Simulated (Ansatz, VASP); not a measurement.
## SrCl2 in VASP and in Ansatz

```
CELL_PARAMETERS angstrom
0.00000 3.62492 3.20666
3.62492 0.00000 3.20666
3.62492 3.62492 0.00000
ATOMIC_POSITIONS crystal
Sr 0.00000 0.00000 0.00000
Cl 0.25000 0.25000 0.25000
Cl 0.75000 0.75000 0.75000
```

Change from the starting cell: strain +0.040 along x and y, -0.080 along z, atoms carried along.

Alike in both runs: task single point; functional LDA; k mesh 6 × 6 × 6; occupations gaussian, width 0.05 eV; no spin polarisation.

```csv
,VASP,Ansatz
version,VASP 6.6.1,Ansatz 0.2.0
potentials or method,"VASP PAW LDA potentials, release 64 (Sr_sv, Cl), cutoff 520 eV","scalar-relativistic, plane waves, PAW"
valence electrons in the cell,24,24
```

```csv
,VASP,Ansatz,Ansatz less VASP
gap on the k mesh at the Fermi level (eV),4.02,4.01,-0.005
least direct gap on the mesh (eV),4.26,4.25,-0.006
pressure (GPa),-2.3,-2.4,-0.12
"traceless stress, the component that is largest in VASP (GPa)",4.51,4.53,+0.021
```

LDA's correlation is that of Perdew and Zunger in VASP and of Perdew and Wang (1992) in Ansatz.
